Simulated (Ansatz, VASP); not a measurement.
# Two plane-wave programs on Si2F3

```
Si F
1.0
     4.44243    0.00000    0.00000
    -2.22122    3.84726    0.00000
     0.00000    0.00000    3.60020
Si F
2 3
Cartesian
  0.0000 2.5648 1.8001
  2.2212 1.2824 1.8001
  0.0000 2.5648 0.0000
  2.2212 1.2824 0.0000
  0.0000 0.0000 0.0000
```

Alike in both runs: functional PBE; k mesh 6 × 6 × 6; occupations gaussian, width 0.1 eV; no spin polarisation.

Ansatz relaxed the structure, and its values are those at the end. VASP's run is a single point on that final structure, the one shown.

|  | VASP | Ansatz |
| --- | --- | --- |
| version | VASP 6.6.1 | Ansatz 0.2.0 |
| potentials or method | VASP PAW PBE potentials, release 64 (Si, F), cutoff 520 eV | scalar-relativistic, plane waves, PAW |
| valence electrons in the cell | 29 | 29 |

|  | VASP | Ansatz | Ansatz less VASP |
| --- | --- | --- | --- |
| gap on the k mesh at the Fermi level (eV) | none | none | - |
| pressure (GPa) | 0.0 | 0.1 | +0.06 |

A gap of «none» marks a metal or a gap that the smearing closes. With one functional, cell and mesh, what is left measures potentials, basis and numerics.
